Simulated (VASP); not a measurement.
# Sn (Fd-3m) in VASP: notebook

Sn is run at these levels: LDA, PBEsol, r2SCAN; tasks: electric field gradients.

Program: VASP 6.6.1. These are calculated values, not measurements. Logs are shortened: lines on timing, memory, paths and dates and some standing lists are left out, and cuts for length are marked.

### Step 1. The cell of the first run

The structure is cubic, space group Fd-3m (No. 227). The conventional cell has a = 6.491 Å, b = 6.491 Å, c = 6.491 Å, α = 90.00°, β = 90.00°, γ = 90.00°. Within 3.7 Å of Sn (site symmetry -43m) lie 4 Sn at 2.81 Å.

### Step 2. Electric field gradients, LDA

INCAR reads:

```
PREC     = Accurate       # precision mode
ENCUT    = 520            # plane-wave cutoff, eV
EDIFF    = 1E-8           # SCF threshold, eV
ISMEAR   = -1             # smearing method
SIGMA    = 0.05           # smearing width, eV
LREAL    = F              # projectors in reciprocal space
LASPH    = T              # aspherical terms in the spheres
NELM     = 80             # most SCF steps
ALGO     = Normal         # electronic algorithm
ISIF     = 2              # what is computed and relaxed
LWAVE    = F              # write WAVECAR
LCHARG   = F              # write CHGCAR
LEFG     = T            
NBANDS   = 21             # bands
```

KPOINTS reads:

```
Automatic mesh
0
Gamma
  11 11 11
```

POSCAR reads:

```
Sn
1.0
    0.0000000000      3.2456000000      3.2456000000
    3.2456000000      0.0000000000      3.2456000000
    3.2456000000      3.2456000000      0.0000000000
Sn
2
Direct
    0.5000000000      0.5000000000      0.5000000000
    0.7500000000      0.7500000000      0.7500000000
```

Potentials or basis: VASP PAW LDA potentials, release 64 (Sn_d).

Launch:

```bash
cat potpaw_LDA.64/Sn_d/POTCAR > POTCAR
mpirun -np 1 vasp_std > vasp.out
```

OUTCAR:

```text
PREC = Accurate
   ENCUT = 520
   EDIFF = 1E-8
   ISMEAR = -1
   LREAL = F
   LASPH = T
   NELM = 80
   ISIF = 2

 ion  position               nearest neighbor table
   1  0.500  0.500  0.500-   2 2.81   2 2.81   2 2.81   2 2.81
   2  0.750  0.750  0.750-   1 2.81   1 2.81   1 2.81   1 2.81

  LATTYP: Found a face centered cubic cell.
 ALAT       =     6.4912000000

  Lattice vectors:

 A1 = (   0.0000000000,   3.2456000000,   3.2456000000)
 A2 = (   3.2456000000,   0.0000000000,   3.2456000000)
 A3 = (   3.2456000000,   3.2456000000,   0.0000000000)

Analysis of symmetry for initial positions (statically):
=====================================================================
 Subroutine PRICEL returns:
 Original cell was already a primitive cell.

 Routine SETGRP: Setting up the symmetry group for a
 face centered cubic supercell.

 Subroutine GETGRP returns: Found 48 space group operations
 (whereof 24 operations were pure point group operations)
 out of a pool of 48 trial point group operations.

The static configuration has the point symmetry T_d .
 The point group associated with its full space group is O_h .

Analysis of symmetry for dynamics (positions and initial velocities):
=====================================================================
 Subroutine PRICEL returns:
 Original cell was already a primitive cell.

 Routine SETGRP: Setting up the symmetry group for a
 face centered cubic supercell.

 Subroutine GETGRP returns: Found 48 space group operations
 (whereof 24 operations were pure point group operations)
 out of a pool of 48 trial point group operations.

The dynamic configuration has the point symmetry T_d .
 The point group associated with its full space group is O_h .

 Subroutine INISYM returns: Found 48 space group operations
 (whereof 24 operations are pure point group operations),
 and found     1 'primitive' translations

----------------------------------------------------------------------------------------

                                     Primitive cell

  volume of cell :      68.3778

  direct lattice vectors                    reciprocal lattice vectors
     0.000000000  3.245600000  3.245600000    -0.154054720  0.154054720  0.154054720
     3.245600000  0.000000000  3.245600000     0.154054720 -0.154054720  0.154054720
     3.245600000  3.245600000  0.000000000     0.154054720  0.154054720 -0.154054720

  length of vectors
     4.589971538  4.589971538  4.589971538     0.266830603  0.266830603  0.266830603

  position of ions in fractional coordinates (direct lattice)
     0.500000000  0.500000000  0.500000000
     0.750000000  0.750000000  0.750000000

  ion indices of the primitive-cell ions
   primitive index   ion index
                 1           1
                 2           2

----------------------------------------------------------------------------------------

 KPOINTS: Automatic mesh

Automatic generation of k-mesh.
 Grid dimensions read from file:
 generate k-points for:   11   11   11

 Generating k-lattice:

  Cartesian coordinates                     Fractional coordinates (reciprocal lattice)
    -0.014004975  0.014004975  0.014004975     0.090909091  0.000000000  0.000000000
     0.014004975 -0.014004975  0.014004975     0.000000000  0.090909091  0.000000000
     0.014004975  0.014004975 -0.014004975     0.000000000  0.000000000  0.090909091

  Length of vectors
     0.024257328  0.024257328  0.024257328

  Shift w.r.t. Gamma in fractional coordinates (k-lattice)
     0.000000000  0.000000000  0.000000000

 Subroutine IBZKPT returns following result:
 ===========================================

 Found     56 irreducible k-points:

 Following reciprocal coordinates:
            Coordinates               Weight
  0.000000  0.000000  0.000000      1.000000
  0.090909  0.000000  0.000000      8.000000
  0.181818  0.000000  0.000000      8.000000
  0.272727  0.000000  0.000000      8.000000
  0.363636  0.000000  0.000000      8.000000
  0.454545  0.000000  0.000000      8.000000
[... 16 lines left out ...]
 -0.272727  0.181818  0.000000     24.000000
 -0.181818  0.181818  0.000000     12.000000
 [... further k-points ...]
   k-points           NKPTS =     56   k-points in BZ     NKDIM =     56   number of bands    NBANDS=     21
   number of dos      NEDOS =    301   number of ions     NIONS =      2
   total plane-waves  NPLWV =  46656
   dimension x,y,z NGX =    36 NGY =   36 NGZ =   36
   dimension x,y,z NGXF=    72 NGYF=   72 NGZF=   72
   ions per type =               2
   NGX,Y,Z   is equivalent  to a cutoff of  13.04, 13.04, 13.04 a.u.
   NGXF,Y,Z  is equivalent  to a cutoff of  26.08, 26.08, 26.08 a.u.
 SYSTEM =  unknown system
   PREC   = accura    normal or accurate (medium, high low for compatibility)
   ISTART =      0    job   : 0-new  1-cont  2-samecut
   ICHARG =      2    charge: 1-file 2-atom 10-const
   ISPIN  =      1    spin polarized calculation?
   LNONCOLLINEAR =      F non collinear calculations
   LSORBIT =      F    spin-orbit coupling
   LASPH  =      T    aspherical Exc in radial PAW
   ENCUT  =  520.0 eV  38.22 Ry    6.18 a.u.   8.53  8.53  8.53*2*pi/ulx,y,z
   NELM   =     80;   NELMIN=  2; NELMDL= -5     # of ELM steps
   EDIFF  = 0.1E-07   stopping-criterion for ELM
   LREAL  =      F    real-space projection
   EDIFFG = 0.1E-06   stopping-criterion for IOM
   NSW    =      0    number of steps for IOM
   IBRION =     -1    ionic relax: 0-MD 1-quasi-New 2-CG
   NFREE  =      0    steps in history (QN), initial steepest desc. (CG)
   ISIF   =      2    stress and relaxation
   ISYM   =      2    0-nonsym 1-usesym 2-fastsym
   POTIM  = 0.5000    time-step for ionic-motion
   TEBEG  =    0.0;   TEEND  =   0.0 temperature during run
   PSTRESS=    0.0 pullay stress
   NELECT =      28.0000    total number of electrons
   NUPDOWN=      -1.0000    fix difference up-down
   EMIN   =  10.00;   EMAX   =-10.00  energy-range for DOS
   EFERMI =   0.00;   METHOD = LEGACY
   ISMEAR =    -1;   SIGMA  =   0.05  broadening in eV -4-tet -1-fermi 0-gaus
   EFERMI_NEDOS =   21; number of points for ismear=-14 and -15
   IALGO  =     38    algorithm
   IMIX   =      4    mixing-type and parameters
     AMIX     =   0.40;   BMIX     =  1.00
     AMIX_MAG =   1.60;   BMIX_MAG =  1.00
  volume/ion in A,a.u.               =      34.19       230.72
  Fermi-wavevector in a.u.,A,eV,Ry     =   1.215689  2.297319 20.108049  1.477900
  Thomas-Fermi vector in A             =   2.351068
   LORBIT       =      0    0 simple, 1 ext, 2 COOP (PROOUT), +10 PAW based schemes
   GGA     = CA    functional components
   LHFCALC =     F    Hartree Fock is set to
   AEXX    =    0.0000 exact exchange contribution
   IVDW    =     0    specifies the selected vdW correction
   LEPSILON=     F    determine dielectric tensor
   LRPA    =     F    only Hartree local field effects (RPA)
 non-spin polarized calculation
  energy-cutoff  :      520.00
  volume of cell :       68.38
 maximum number of plane-waves:      1862
 NGX is ok and might be reduce to    36
   NGX = 17   NGY = 17   NGZ = 17

 number of electron      28.0000001 magnetization

 Free energy of the ion-electron system (eV)
  ---------------------------------------------------
  ext. energy  EPLUGINS =         0.00000000
  ---------------------------------------------------
  free energy    TOTEN  =        -8.94185735 eV

  energy without entropy =       -8.93987162  energy(sigma->0) =       -8.94086449

 E-fermi :   5.3300     XC(G=0):  -9.1912

 val. band max:        5.2789240496   @ k =   0.0909   0.0000   0.0000
 cond. band min:       5.3727305367   @ k =   0.3636   0.0000   0.0000
 fundamental gap:      0.0938064870
 Fermi energy:         5.3300410126

 k-point     1 :       0.0000    0.0000    0.0000
  band No.  band energies     occupation
      1     -16.2541      2.00000
      2     -16.2541      2.00000
      3     -16.2541      2.00000
      4     -16.1926      2.00000
      5     -16.1926      2.00000
      6     -15.8811      2.00000
[... 13 lines left out ...]
     20      13.3961      0.00000
     21      13.3961      0.00000
[... 529 lines left out ...]
 k-point    24 :      -0.1818    0.1818    0.0000
  band No.  band energies     occupation
      1     -16.2924      2.00000
      2     -16.2907      2.00000
      3     -16.2225      2.00000
      4     -16.1508      2.00000
      5     -16.1236      2.00000
      6     -15.9585      2.00000
[... 13 lines left out ...]
     20      12.8275      0.00000
     21      13.1755      0.00000

 [... further k-points ...]

------------------------ aborting loop because EDIFF is reached ----------------------------------------

  FORCE on cell =-STRESS in cart. coord.  units (eV):
  Direction    XX          YY          ZZ          XY          YZ          ZX
  --------------------------------------------------------------------------------------
  -------------------------------------------------------------------------------------
  Total       -0.1512189     -0.1512189     -0.1512189      0.0000000      0.0000000     -0.0000000
  in kB       -3.5432484     -3.5432484     -3.5432484      0.0000000      0.0000000     -0.0000000
  external PRESSURE =      -3.5432484 kB  Pullay stress =       0.0000000 kB

 VOLUME and BASIS-vectors are now :
 -----------------------------------------------------------------------------
  energy-cutoff  :      520.00
  volume of cell :       68.38
      direct lattice vectors                 reciprocal lattice vectors
     0.000000000  3.245600000  3.245600000    -0.154054720  0.154054720  0.154054720
     3.245600000  0.000000000  3.245600000     0.154054720 -0.154054720  0.154054720
     3.245600000  3.245600000  0.000000000     0.154054720  0.154054720 -0.154054720

 POSITION                                       TOTAL-FORCE (eV/Angst)
 -----------------------------------------------------------------------------------
      3.24560      3.24560      3.24560        -0.000000     -0.000000     -0.000000
      4.86840      4.86840      4.86840         0.000000      0.000000      0.000000
 -----------------------------------------------------------------------------------
    total drift:                                0.000000      0.000000      0.000000

  FREE ENERGIE OF THE ION-ELECTRON SYSTEM (eV)
  ---------------------------------------------------
  free  energy   TOTEN  =        -8.9418573528 eV

  energy  without entropy=       -8.9398716242  energy(sigma->0) =       -8.94086449

 Electric field gradients (V/A^2)
---------------------------------------------------------------------
 ion       V_xx      V_yy      V_zz      V_xy      V_xz      V_yz
---------------------------------------------------------------------
   1      -0.000    -0.000    -0.000     0.000     0.000     0.000
   2      -0.000    -0.000    -0.000     0.000     0.000     0.000
---------------------------------------------------------------------

 Electric field gradients after diagonalization (V/A^2)
 (convention: |V_zz| > |V_xx| > |V_yy|)
----------------------------------------------------------------------
 ion       V_xx      V_yy      V_zz     asymmetry (V_yy - V_xx)/ V_zz
----------------------------------------------------------------------
   1      -0.000    -0.000     0.000       0.000
   2      -0.000    -0.000     0.000       0.000
----------------------------------------------------------------------

           NMR quadrupolar parameters

 Cq : quadrupolar parameter    Cq=e*Q*V_zz/h
 eta: asymmetry parameters     (V_yy - V_xx)/ V_zz
 Q  : nuclear electric quadrupole moment in mb (millibarn)
----------------------------------------------------------------------
 ion       Cq(MHz)       eta       Q (mb)
----------------------------------------------------------------------
   1       0.000       0.000       1.000
   2       0.000       0.000       1.000
----------------------------------------------------------------------
```

Wall time 33 s (1 thread of Intel Xeon 6975P-C (Granite Rapids), shared host); peak memory 0.2 GiB.

Results:

- Free energy: -8.9419 eV
- Pressure: -0.4 GPa
- Band gap on the k mesh: zero (band 14 reaches 5.44 eV, above the bottom of band 15 at 5.27 eV)

Caveat: without QUAD_EFG the Cq values of the log hold for a quadrupole moment of 1 mb, not for the nuclei; spin-orbit coupling is left out, which moves the levels of the heavy elements.

### Step 3. Electric field gradients, PBEsol

INCAR reads:

```
SYSTEM = Sn
ALGO = Normal
EDIFF = 1E-8
ENCUT = 520
GGA = PS
ISIF = 2
ISMEAR = -1
LASPH = .TRUE.
LCHARG = .FALSE.
LEFG = .TRUE.
LREAL = .FALSE.
LWAVE = .FALSE.
NBANDS = 21
NELM = 80
PREC = Accurate
SIGMA = 0.05
```

KPOINTS reads:

```
k-points
0
G
  11 11 11
  0 0 0
```

POSCAR is that of step 2.

Potentials or basis: VASP PAW PBE potentials, release 64 (Sn_d).

Launch:

```bash
cat potpaw_PBE.64/Sn_d/POTCAR > POTCAR
mpirun -np 1 vasp_std > vasp.out
```

OUTCAR:

```text
SYSTEM = Sn
   EDIFF = 1E-8
   ENCUT = 520
   GGA = PS
   ISIF = 2
   ISMEAR = -1
   LASPH = .TRUE.
   LREAL = .FALSE.
   NELM = 80
   PREC = Accurate

 ion  position               nearest neighbor table
   1  0.500  0.500  0.500-   2 2.81   2 2.81   2 2.81   2 2.81
   2  0.750  0.750  0.750-   1 2.81   1 2.81   1 2.81   1 2.81

  LATTYP: Found a face centered cubic cell.
 ALAT       =     6.4912000000

  Lattice vectors:

 A1 = (   0.0000000000,   3.2456000000,   3.2456000000)
 A2 = (   3.2456000000,   0.0000000000,   3.2456000000)
 A3 = (   3.2456000000,   3.2456000000,   0.0000000000)

Analysis of symmetry for initial positions (statically):
=====================================================================
 Subroutine PRICEL returns:
 Original cell was already a primitive cell.

 Routine SETGRP: Setting up the symmetry group for a
 face centered cubic supercell.

 Subroutine GETGRP returns: Found 48 space group operations
[... 765 lines left out ...]
  volume of cell :       68.38
      direct lattice vectors                 reciprocal lattice vectors
     0.000000000  3.245600000  3.245600000    -0.154054720  0.154054720  0.154054720
     3.245600000  0.000000000  3.245600000     0.154054720 -0.154054720  0.154054720
     3.245600000  3.245600000  0.000000000     0.154054720  0.154054720 -0.154054720

 POSITION                                       TOTAL-FORCE (eV/Angst)
 -----------------------------------------------------------------------------------
      3.24560      3.24560      3.24560        -0.000000     -0.000000     -0.000000
      4.86840      4.86840      4.86840         0.000000      0.000000      0.000000
 -----------------------------------------------------------------------------------
    total drift:                                0.000000      0.000000      0.000000

  FREE ENERGIE OF THE ION-ELECTRON SYSTEM (eV)
  ---------------------------------------------------
  free  energy   TOTEN  =        -8.4607675093 eV

  energy  without entropy=       -8.4589224938  energy(sigma->0) =       -8.45984500

 Electric field gradients (V/A^2)
---------------------------------------------------------------------
 ion       V_xx      V_yy      V_zz      V_xy      V_xz      V_yz
---------------------------------------------------------------------
   1      -0.000    -0.000    -0.000     0.000     0.000     0.000
   2      -0.000    -0.000    -0.000     0.000     0.000     0.000
---------------------------------------------------------------------

 Electric field gradients after diagonalization (V/A^2)
 (convention: |V_zz| > |V_xx| > |V_yy|)
----------------------------------------------------------------------
 ion       V_xx      V_yy      V_zz     asymmetry (V_yy - V_xx)/ V_zz
----------------------------------------------------------------------
   1      -0.000    -0.000     0.000       0.000
   2      -0.000    -0.000     0.000       0.000
----------------------------------------------------------------------

           NMR quadrupolar parameters

 Cq : quadrupolar parameter    Cq=e*Q*V_zz/h
 eta: asymmetry parameters     (V_yy - V_xx)/ V_zz
 Q  : nuclear electric quadrupole moment in mb (millibarn)
----------------------------------------------------------------------
 ion       Cq(MHz)       eta       Q (mb)
----------------------------------------------------------------------
   1       0.000       0.000       1.000
   2       0.000       0.000       1.000
----------------------------------------------------------------------
```

Run time: 38 s. Hardware: 1 thread of Intel Xeon 6975P-C (Granite Rapids), shared host; peak memory 0.23 GiB.

What came out:

```yaml
Free_energy: -8.4608 eV
Pressure: 0.9 GPa
Band_gap_on_the_k_mesh: zero (band 14 reaches 5.57 eV, above the bottom of band 15 at 5.43 eV)
```

Caveat: without QUAD_EFG the Cq values of the log hold for a quadrupole moment of 1 mb, not for the nuclei; the PAW data sets were made with another functional, which shifts forces and pressure a little; spin-orbit coupling is left out, which moves the levels of the heavy elements.

(Continued in part 2 of 2.)
